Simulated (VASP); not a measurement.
Mg: relaxation of shape and atoms at fixed volume with PBE

Mg:

```xyz
2
Lattice="3.1776 0.0000 0.0000 -1.5888 2.7519 0.0000 0.0000 0.0000 5.0860" Properties=species:S:1:pos:R:3 pbc="T T T"
Mg    0.0000    1.8346    1.2715
Mg    1.5888    0.9173    3.8145
```

| Quantity | Value |
| --- | --- |
| Program | VASP 6.6.1 |
| Task | relaxation of shape and atoms at fixed volume |
| Functional | PBE |
| Potentials or basis | VASP PAW PBE potentials, release 64 (Mg) |
| Cutoff | 600 eV |
| k mesh | 15 × 15 × 8 |
| Occupations | gaussian, width 0.1 eV |
| Spin | no spin polarisation |
| Dipole correction | no |
| Further INCAR settings | ALGO = Fast; EDIFF = 1e-07; IBRION = 2; EDIFFG = -0.01; NSW = 50; ISIF = 4 |

```json
{"Pressure after relaxing": "1.1 GPa", "Band gap on the k mesh": "zero (bands 2 and 3 overlap by 2.00 eV)"}
```

Final structure:
```xyz
2
Lattice="3.1776 0.0000 0.0000 -1.5888 2.7519 0.0000 0.0000 0.0000 5.0860" Properties=species:S:1:pos:R:3 pbc="T T T"
Mg    0.0000    1.8346    1.2715
Mg    1.5888    0.9173    3.8145
```

Levels at points of the mesh, in eV from the Fermi level:
```tsv
k point	band 1	band 2	band 3	band 4	band 5	band 6
(0.00, 0.00, 0.00)	-7.07	-1.66	-1.10	10.97	10.98	11.12
(0.00, 0.00, 0.50)	-5.62	-5.62	5.35	5.35	11.74	11.74
```

It took 15 s on 1 thread of Intel(R) Xeon(R) 6975P-C (Granite Rapids), with other jobs on the host, peak memory 0.2 GiB.
